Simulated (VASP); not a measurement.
Set up this calculation in VASP 6.6.1, as the native input.

| Property | Result |
| --- | --- |
| Task | single point |
| Functional | r2SCAN |
| Potentials or basis | VASP PAW PBE potentials, release 64 (Si, Ge_d) |
| Cutoff | 520 eV |
| k mesh | 12 × 12 × 4 |
| Occupations | gaussian, width 0.05 eV |
| Spin | no spin polarisation |
| Dipole correction | no |
| Further INCAR settings | ALGO = Normal; EDIFF = 1e-06; NBANDS = 26 |

Crystal: SiGe.

```
Si Ge
1.0
     3.90438    0.00000    0.00000
    -1.95219    3.38129    0.00000
     0.00000    0.00000    6.45368
Si Ge
2 2
Direct
  0.66667 0.33333 0.87447
  0.33333 0.66667 0.37447
  0.66667 0.33333 0.45405
  0.33333 0.66667 0.95405
```

This cell differs from its parent crystal: all Ge atoms moved -0.300 Å, as atom 3 along Cartesian [0 0 1].

The input as run:

POSCAR

```
SiGe
1.0
    3.9043776430      0.0000000000      0.0000000000
   -1.9521888215      3.3812902248      0.0000000000
    0.0000000000      0.0000000000      6.4536796672
Si Ge
2 2
Direct
    0.6666666667      0.3333333333      0.8744661518
    0.3333333333      0.6666666667      0.3744661518
    0.6666666667      0.3333333333      0.4540477396
    0.3333333333      0.6666666667     -0.0459522604
```

INCAR.step1

```
SYSTEM = SiGe
  PREC = Accurate
  ENCUT = 520
  ISMEAR = 0
  SIGMA = 0.05
  LREAL = .FALSE.
  LASPH = .TRUE.
  NELM = 60
  NBANDS = 26
  GGA = PE
  ALGO = Normal
  EDIFF = 1E-4
  LWAVE = .TRUE.
  LCHARG = .FALSE.
```

INCAR.step2

```
SYSTEM = SiGe
  PREC = Accurate
  ENCUT = 520
  EDIFF = 1E-6
  ISMEAR = 0
  SIGMA = 0.05
  LREAL = .FALSE.
  LASPH = .TRUE.
  NELM = 60
  ALGO = Normal
  ISIF = 2
  LWAVE = .FALSE.
  LCHARG = .FALSE.
  METAGGA = R2SCAN
  LMIXTAU = .TRUE.
  NBANDS = 26
  ISTART = 1
```

KPOINTS

```
regular mesh
0
G
  12 12 4
  0 0 0
```

Potentials or basis: VASP PAW PBE potentials, release 64 (Si, Ge_d).

Command:

```console
$ cat potpaw_PBE.64/Si/POTCAR potpaw_PBE.64/Ge_d/POTCAR > POTCAR
$ cp INCAR.step1 INCAR
$ mpirun -np 1 vasp_std > vasp.out
$ cp INCAR.step2 INCAR
$ mpirun -np 1 vasp_std > vasp.out
```

Results of the run:

```json
{
 "Pressure": "2.1 GPa",
 "Largest force": "2.114 eV/Å",
 "Band gap on the k mesh": "zero (bands 18 and 19 overlap by 0.58 eV)"
}
```

Caveat: the cell differs from its parent crystal (all Ge atoms moved -0.300 Å, as atom 3 along Cartesian [0 0 1]); semilocal functionals underestimate gaps, so a narrow gap can read as zero; the PAW data sets were made with another functional, which shifts forces and pressure a little.

It took 9.2 min on 1 thread of Intel(R) Xeon(R) Platinum 8259CL CPU @ 2.50GHz (Skylake/Cascade Lake) (shared host), peak memory 0.27 GiB.
